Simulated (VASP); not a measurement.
# Sn in VASP: settings compared

The runs below take Sn through electric field gradients, with PBEsol, PBE.

Program: VASP 6.6.1. These are calculated values, not measurements. Logs are shortened: lines on timing, memory, paths and dates and some standing lists are left out, and cuts for length are marked.

## 1. The cell of the first run

Symmetry: I4_1/amd, No. 141, tetragonal system. The conventional cell has a = 5.832 Å, b = 5.832 Å, c = 3.181 Å, α = 90.00°, β = 90.00°, γ = 90.00°. Sn (site symmetry -4m2) has 10 Sn at 3.02 to 3.77 Å within 4.0 Å.

## 2. Electric field gradients, PBEsol

Input file INCAR:

```
SYSTEM = Sn
PREC = Accurate ; ENCUT = 520
EDIFF = 1E-8 ; ISMEAR = -4
SIGMA = 0.1 ; LREAL = .FALSE.
LASPH = .TRUE. ; NELM = 60
ALGO = Normal ; ISIF = 2
LWAVE = .FALSE. ; LCHARG = .FALSE.
GGA = PS ; LEFG = .TRUE.
NBANDS = 21
```

Input file KPOINTS:

```
regular mesh
0
G
  15 15 15
  0 0 0
```

Input file POSCAR:

```
Sn
1.0
   -2.9158500000      2.9158500000      1.5906500000
    2.9158500000     -2.9158500000      1.5906500000
    2.9158500000      2.9158500000     -1.5906500000
Sn
2
Direct
    0.0000000000      0.0000000000      0.0000000000
    0.7500000000      0.2500000000      0.5000000000
```

Potentials or basis: VASP PAW PBE potentials, release 64 (Sn_d).

The run is started by

```
> cat potpaw_PBE.64/Sn_d/POTCAR > POTCAR
> mpirun -np 1 vasp_std > vasp.out
```

OUTCAR:

```text
SYSTEM = Sn
   PREC = Accurate
   ENCUT = 520
   EDIFF = 1E-8
   ISMEAR = -4
   LREAL = .FALSE.
   LASPH = .TRUE.
   NELM = 60
   ISIF = 2
   GGA = PS

 ion  position               nearest neighbor table
   1  0.000  0.000  0.000-   2 3.02   2 3.02   2 3.02   2 3.02
   2  0.750  0.250  0.500-   1 3.02   1 3.02   1 3.02   1 3.02

  LATTYP: Found a body centered tetragonal cell.
 ALAT       =     5.8317000000
 C/A-ratio  =     0.5455184595

  Lattice vectors:

 A1 = (  -2.9158500000,   2.9158500000,   1.5906500000)
 A2 = (   2.9158500000,  -2.9158500000,   1.5906500000)
 A3 = (   2.9158500000,   2.9158500000,  -1.5906500000)

Analysis of symmetry for initial positions (statically):
=====================================================================
 Subroutine PRICEL returns:
 Original cell was already a primitive cell.

 Routine SETGRP: Setting up the symmetry group for a
 body centered tetragonal supercell.

 Subroutine GETGRP returns: Found 16 space group operations
 (whereof  8 operations were pure point group operations)
 out of a pool of 16 trial point group operations.

The static configuration has the point symmetry D_2d.
 The point group associated with its full space group is D_4h.

Analysis of symmetry for dynamics (positions and initial velocities):
=====================================================================
 Subroutine PRICEL returns:
 Original cell was already a primitive cell.

 Routine SETGRP: Setting up the symmetry group for a
 body centered tetragonal supercell.

 Subroutine GETGRP returns: Found 16 space group operations
 (whereof  8 operations were pure point group operations)
 out of a pool of 16 trial point group operations.

The dynamic configuration has the point symmetry D_2d.
 The point group associated with its full space group is D_4h.

 Subroutine INISYM returns: Found 16 space group operations
 (whereof  8 operations are pure point group operations),
 and found     1 'primitive' translations

----------------------------------------------------------------------------------------

                                     Primitive cell

  volume of cell :      54.0960

  direct lattice vectors                    reciprocal lattice vectors
    -2.915850000  2.915850000  1.590650000     0.000000000  0.171476585  0.314336906
     2.915850000 -2.915850000  1.590650000     0.171476585  0.000000000  0.314336906
     2.915850000  2.915850000 -1.590650000     0.171476585  0.171476585  0.000000000

  length of vectors
     4.419788441  4.419788441  4.419788441     0.358066907  0.358066907  0.242504512

  position of ions in fractional coordinates (direct lattice)
     0.000000000  0.000000000  0.000000000
     0.750000000  0.250000000  0.500000000

  ion indices of the primitive-cell ions
   primitive index   ion index
                 1           1
                 2           2

----------------------------------------------------------------------------------------

 KPOINTS: regular mesh

Automatic generation of k-mesh.
 Grid dimensions read from file:
 generate k-points for:   15   15   15

 Generating k-lattice:

  Cartesian coordinates                     Fractional coordinates (reciprocal lattice)
     0.000000000  0.011431772  0.020955794     0.066666667  0.000000000  0.000000000
     0.011431772  0.000000000  0.020955794     0.000000000  0.066666667  0.000000000
     0.011431772  0.011431772  0.000000000     0.000000000  0.000000000  0.066666667

  Length of vectors
     0.023871127  0.023871127  0.016166967

  Shift w.r.t. Gamma in fractional coordinates (k-lattice)
     0.000000000  0.000000000  0.000000000

 TETIRR: Found   8139 inequivalent tetrahedra from    20250

 Subroutine IBZKPT returns following result:
 ===========================================

 Found    288 irreducible k-points:

 Following reciprocal coordinates:
            Coordinates               Weight
  0.000000  0.000000  0.000000      1.000000
  0.066667 -0.000000  0.000000      8.000000
  0.133333  0.000000  0.000000      8.000000
  0.200000 -0.000000  0.000000      8.000000
  0.266667  0.000000  0.000000      8.000000
  0.333333  0.000000  0.000000      8.000000
[... 16 lines left out ...]
  0.133333  0.133333 -0.000000      8.000000
  0.200000  0.133333  0.000000     16.000000
 [... further k-points ...]
   k-points           NKPTS =    288   k-points in BZ     NKDIM =    288   number of bands    NBANDS=     21
   number of dos      NEDOS =    301   number of ions     NIONS =      2
   total plane-waves  NPLWV =  46656
   dimension x,y,z NGX =    36 NGY =   36 NGZ =   36
   dimension x,y,z NGXF=    72 NGYF=   72 NGZF=   72
   ions per type =               2
   NGX,Y,Z   is equivalent  to a cutoff of  13.54, 13.54, 13.54 a.u.
   NGXF,Y,Z  is equivalent  to a cutoff of  27.08, 27.08, 27.08 a.u.
 SYSTEM =  Sn
   PREC   = accura    normal or accurate (medium, high low for compatibility)
   ISTART =      0    job   : 0-new  1-cont  2-samecut
   ICHARG =      2    charge: 1-file 2-atom 10-const
   ISPIN  =      1    spin polarized calculation?
   LNONCOLLINEAR =      F non collinear calculations
   LSORBIT =      F    spin-orbit coupling
   LASPH  =      T    aspherical Exc in radial PAW
   ENCUT  =  520.0 eV  38.22 Ry    6.18 a.u.   8.22  8.22  8.22*2*pi/ulx,y,z
   NELM   =     60;   NELMIN=  2; NELMDL= -5     # of ELM steps
   EDIFF  = 0.1E-07   stopping-criterion for ELM
   LREAL  =      F    real-space projection
   EDIFFG = 0.1E-06   stopping-criterion for IOM
   NSW    =      0    number of steps for IOM
   IBRION =     -1    ionic relax: 0-MD 1-quasi-New 2-CG
   NFREE  =      0    steps in history (QN), initial steepest desc. (CG)
   ISIF   =      2    stress and relaxation
   ISYM   =      2    0-nonsym 1-usesym 2-fastsym
   POTIM  = 0.5000    time-step for ionic-motion
   TEBEG  =    0.0;   TEEND  =   0.0 temperature during run
   PSTRESS=    0.0 pullay stress
   NELECT =      28.0000    total number of electrons
   NUPDOWN=      -1.0000    fix difference up-down
   EMIN   =  10.00;   EMAX   =-10.00  energy-range for DOS
   EFERMI =   0.00;   METHOD = LEGACY
   ISMEAR =    -4;   SIGMA  =   0.10  broadening in eV -4-tet -1-fermi 0-gaus
   EFERMI_NEDOS =   21; number of points for ismear=-14 and -15
   IALGO  =     38    algorithm
   IMIX   =      4    mixing-type and parameters
     AMIX     =   0.40;   BMIX     =  1.00
     AMIX_MAG =   1.60;   BMIX_MAG =  1.00
  volume/ion in A,a.u.               =      27.05       182.53
  Fermi-wavevector in a.u.,A,eV,Ry     =   1.314435  2.483922 23.507328  1.727740
  Thomas-Fermi vector in A             =   2.444688
   LORBIT       =      0    0 simple, 1 ext, 2 COOP (PROOUT), +10 PAW based schemes
   GGA     = PS    functional components
   LHFCALC =     F    Hartree Fock is set to
   AEXX    =    0.0000 exact exchange contribution
   IVDW    =     0    specifies the selected vdW correction
   LEPSILON=     F    determine dielectric tensor
   LRPA    =     F    only Hartree local field effects (RPA)
 non-spin polarized calculation
 Fermi weights with tetrahedron method witout Bloechl corrections
  energy-cutoff  :      520.00
  volume of cell :       54.10
 maximum number of plane-waves:      1476
 NGX is ok and might be reduce to    36
   NGX = 17   NGY = 17   NGZ = 17

 number of electron      28.0000002 magnetization

 Free energy of the ion-electron system (eV)
  ---------------------------------------------------
  ext. energy  EPLUGINS =         0.00000000
  ---------------------------------------------------
  free energy    TOTEN  =        -8.45272194 eV

  energy without entropy =       -8.45272194  energy(sigma->0) =       -8.45272194

 E-fermi :   7.8473     XC(G=0): -10.4665

 val. band max:        8.1264592050   @ k =   0.4000   0.4000   0.0667
 cond. band min:       7.6206999287   @ k =  -0.2000  -0.2000   0.1333
 fundamental gap:     -0.5057592764
 Fermi energy:         7.8473063760

 k-point     1 :       0.0000    0.0000    0.0000
  band No.  band energies     occupation
      1     -13.6969      2.00000
      2     -13.6109      2.00000
      3     -13.5686      2.00000
      4     -13.5556      2.00000
      5     -13.4039      2.00000
      6     -13.4039      2.00000
[... 13 lines left out ...]
     20      17.7560      0.00000
     21      18.4080      0.00000

 k-point     2 :       0.0667   -0.0000    0.0000
  band No.  band energies     occupation
      1     -13.6941      2.00000
      2     -13.6018      2.00000
      3     -13.5653      2.00000
      4     -13.5449      2.00000
      5     -13.4108      2.00000
      6     -13.4100      2.00000
[... 520 lines left out ...]
 k-point    24 :       0.2000    0.1333    0.0000
  band No.  band energies     occupation
      1     -13.6540      2.00000
      2     -13.5218      2.00000
      3     -13.5163      2.00000
      4     -13.4702      2.00000
      5     -13.4642      2.00000
      6     -13.4464      2.00000
[... 13 lines left out ...]
     20      14.9966      0.00000
     21      15.9104      0.00000

 [... further k-points ...]
[... 5 lines left out ...]
  --------------------------------------------------------------------------------------
  -------------------------------------------------------------------------------------
  Total       -0.0454135     -0.0454135     -0.1536954      0.0000000      0.0000000      0.0000000
  in kB       -1.3450257     -1.3450257     -4.5520449      0.0000000      0.0000000      0.0000000
  external PRESSURE =      -2.4140321 kB  Pullay stress =       0.0000000 kB

 VOLUME and BASIS-vectors are now :
 -----------------------------------------------------------------------------
  energy-cutoff  :      520.00
  volume of cell :       54.10
      direct lattice vectors                 reciprocal lattice vectors
    -2.915850000  2.915850000  1.590650000     0.000000000  0.171476585  0.314336906
     2.915850000 -2.915850000  1.590650000     0.171476585  0.000000000  0.314336906
     2.915850000  2.915850000 -1.590650000     0.171476585  0.171476585  0.000000000

 POSITION                                       TOTAL-FORCE (eV/Angst)
 -----------------------------------------------------------------------------------
      0.00000      0.00000      0.00000         0.000000      0.000000     -0.000000
     -0.00000      2.91585      0.79532        -0.000000     -0.000000      0.000000
 -----------------------------------------------------------------------------------
    total drift:                               -0.000000      0.000000     -0.000000

  FREE ENERGIE OF THE ION-ELECTRON SYSTEM (eV)
  ---------------------------------------------------
  free  energy   TOTEN  =        -8.4527219360 eV

  energy  without entropy=       -8.4527219360  energy(sigma->0) =       -8.45272194

 Electric field gradients (V/A^2)
---------------------------------------------------------------------
 ion       V_xx      V_yy      V_zz      V_xy      V_xz      V_yz
---------------------------------------------------------------------
   1     -21.538   -21.538    43.077     0.001     0.001     0.001
   2     -21.538   -21.538    43.077     0.001     0.001     0.001
---------------------------------------------------------------------

 Electric field gradients after diagonalization (V/A^2)
 (convention: |V_zz| > |V_xx| > |V_yy|)
----------------------------------------------------------------------
 ion       V_xx      V_yy      V_zz     asymmetry (V_yy - V_xx)/ V_zz
----------------------------------------------------------------------
   1     -21.539   -21.537    43.077       0.000
   2     -21.539   -21.537    43.077       0.000
----------------------------------------------------------------------

           NMR quadrupolar parameters

 Cq : quadrupolar parameter    Cq=e*Q*V_zz/h
 eta: asymmetry parameters     (V_yy - V_xx)/ V_zz
 Q  : nuclear electric quadrupole moment in mb (millibarn)
----------------------------------------------------------------------
 ion       Cq(MHz)       eta       Q (mb)
----------------------------------------------------------------------
   1       0.104       0.000       1.000
   2       0.104       0.000       1.000
----------------------------------------------------------------------
```

Wall time 13 min (1 thread of Oxide Virtual Turin-like, shared host); peak memory 0.38 GiB.

Results:

| Item | Value |
| --- | --- |
| Free energy | -8.4527 eV |
| Pressure | -0.2 GPa |
| Band gap on the k mesh | zero (bands 14 and 15 overlap by 4.32 eV) |
| Largest electric field gradient by atom | Sn +43.1 V/Å² |

Levels at points of the mesh, in eV from the Fermi level:
| k point | band 12 | band 13 | band 14 | band 15 | band 16 | band 17 |
| --- | --- | --- | --- | --- | --- | --- |
| (0.00, 0.00, 0.00) | -3.63 | -1.98 | -1.98 | 2.96 | 6.25 | 6.25 |

Electric field gradients, principal values (V/Å²):
```csv
atom,least,middle,greatest (by size)
1 Sn,-21.537,-21.539,43.077
2 Sn,-21.537,-21.539,43.077
```

Caveat: without QUAD_EFG the Cq values of the log hold for a quadrupole moment of 1 mb, not for the nuclei; the PAW data sets were made with another functional, which shifts forces and pressure a little; spin-orbit coupling is left out, which moves the levels of the heavy elements; tetrahedron occupations give inexact forces and stress in metals.

## 3. Electric field gradients, PBE (equal xy, yz and zx shear strains of +1 %)

Input file INCAR:

```
SYSTEM = Sn
PREC = Accurate
ENCUT = 520
EDIFF = 1E-8
ISMEAR = -1
SIGMA = 0.05
LREAL = .False.
LASPH = .True.
NELM = 100
ALGO = Normal
ISIF = 2
LWAVE = .False.
LCHARG = .False.
GGA = PE
LEFG = .True.
NBANDS = 21
KPAR = 4
```

Input file KPOINTS:

```
regular mesh
0
Gamma
  15 15 15
  0 0 0
```

Input file POSCAR:

```
Sn
1.0
   -2.8933175000      2.9092240000      1.5906500000
    2.9092240000     -2.8933175000      1.5906500000
    2.9224760000      2.9224760000     -1.5614915000
Sn
2
Direct
    0.0000000000      0.0000000000      0.0000000000
    0.7500000000      0.2500000000      0.5000000000
```

Potentials or basis: VASP PAW PBE potentials, release 64 (Sn_d).

The run is started by

```
> cat potpaw_PBE.64/Sn_d/POTCAR > POTCAR
> mpirun -np 4 vasp_std > vasp.out
```

OUTCAR:

```text
SYSTEM = Sn
   PREC = Accurate
   ENCUT = 520
   EDIFF = 1E-8
   ISMEAR = -1
   LREAL = .False.
   LASPH = .True.
   NELM = 100
   ISIF = 2
   GGA = PE

 ion  position               nearest neighbor table
   1  0.000  0.000  0.000-   2 3.01   2 3.01   2 3.03   2 3.03   2 3.75   2 3.75
   2  0.750  0.250  0.500-   1 3.01   1 3.01   1 3.03   1 3.03   1 3.75   1 3.75

  LATTYP: Found a base centered monoclinic cell.
 ALAT       =     3.1813795315
 B/A-ratio  =     2.5793945061
 C/A-ratio  =     1.3887506866
 COS(beta)  =    -0.3468037209

  Lattice vectors:

 A1 = (  -2.8933175000,   2.9092240000,   1.5906500000)
 A2 = (   2.9092240000,  -2.8933175000,   1.5906500000)
 A3 = (   2.9224760000,   2.9224760000,  -1.5614915000)

Analysis of symmetry for initial positions (statically):
=====================================================================
 Subroutine PRICEL returns:
 Original cell was already a primitive cell.

 Routine SETGRP: Setting up the symmetry group for a
[... 769 lines left out ...]
      direct lattice vectors                 reciprocal lattice vectors
    -2.893317500  2.909224000  1.590650000    -0.002417103  0.169921173  0.313499386
     2.909224000 -2.893317500  1.590650000     0.169921173 -0.002417103  0.313499386
     2.922476000  2.922476000 -1.561491500     0.170631957  0.170631957 -0.001706320

 POSITION                                       TOTAL-FORCE (eV/Angst)
 -----------------------------------------------------------------------------------
      0.00000      0.00000      0.00000        -0.023254      0.023254     -0.000000
      0.01856      2.91983      0.80990         0.023254     -0.023254      0.000000
 -----------------------------------------------------------------------------------
    total drift:                               -0.000000      0.000000     -0.000000

  FREE ENERGIE OF THE ION-ELECTRON SYSTEM (eV)
  ---------------------------------------------------
  free  energy   TOTEN  =        -7.5905171574 eV

  energy  without entropy=       -7.5829303664  energy(sigma->0) =       -7.58672376

 Electric field gradients (V/A^2)
---------------------------------------------------------------------
 ion       V_xx      V_yy      V_zz      V_xy      V_xz      V_yz
---------------------------------------------------------------------
   1     -22.186   -22.186    44.371     0.152     2.055     2.055
   2     -22.186   -22.186    44.371     0.152     2.055     2.055
---------------------------------------------------------------------

 Electric field gradients after diagonalization (V/A^2)
 (convention: |V_zz| > |V_xx| > |V_yy|)
----------------------------------------------------------------------
 ion       V_xx      V_yy      V_zz     asymmetry (V_yy - V_xx)/ V_zz
----------------------------------------------------------------------
   1     -22.338   -22.160    44.498       0.004
   2     -22.338   -22.160    44.498       0.004
----------------------------------------------------------------------

           NMR quadrupolar parameters

 Cq : quadrupolar parameter    Cq=e*Q*V_zz/h
 eta: asymmetry parameters     (V_yy - V_xx)/ V_zz
 Q  : nuclear electric quadrupole moment in mb (millibarn)
----------------------------------------------------------------------
 ion       Cq(MHz)       eta       Q (mb)
----------------------------------------------------------------------
   1       0.108       0.004       1.000
   2       0.108       0.004       1.000
----------------------------------------------------------------------
```

Run time: 6.5 min. Hardware: 4 MPI ranks of Oxide Virtual Turin-like, shared host; peak memory 0.82 GiB.

What came out:

| Item | Value |
| --- | --- |
| Free energy | -7.5905 eV |
| Pressure | 2.6 GPa |
| Largest force | 0.033 eV/Å |
| Band gap on the k mesh | zero (bands 14 and 15 overlap by 4.36 eV) |
| Largest electric field gradient by atom | Sn +44.5 V/Å² |

Forces on the atoms (eV/Å):
```
Sn  -0.023  0.023  0.000
Sn   0.023 -0.023  0.000
```

Stress tensor (GPa, compression positive):
```
 2.95 -0.24 -0.29
-0.24  2.95 -0.29
-0.29 -0.29  1.93
```

Electric field gradients, principal values (V/Å²):
```tsv
atom	least	middle	greatest (by size)
1 Sn	-22.160	-22.338	44.498
2 Sn	-22.160	-22.338	44.498
```

Caveat: the cell differs from its parent crystal (equal xy, yz and zx shear strains of +1 %); without QUAD_EFG the Cq values of the log hold for a quadrupole moment of 1 mb, not for the nuclei; spin-orbit coupling is left out, which moves the levels of the heavy elements.

[end of part 1 of 2]

The gap in the log of VASP goes by the Fermi energy; the results here count the filled bands.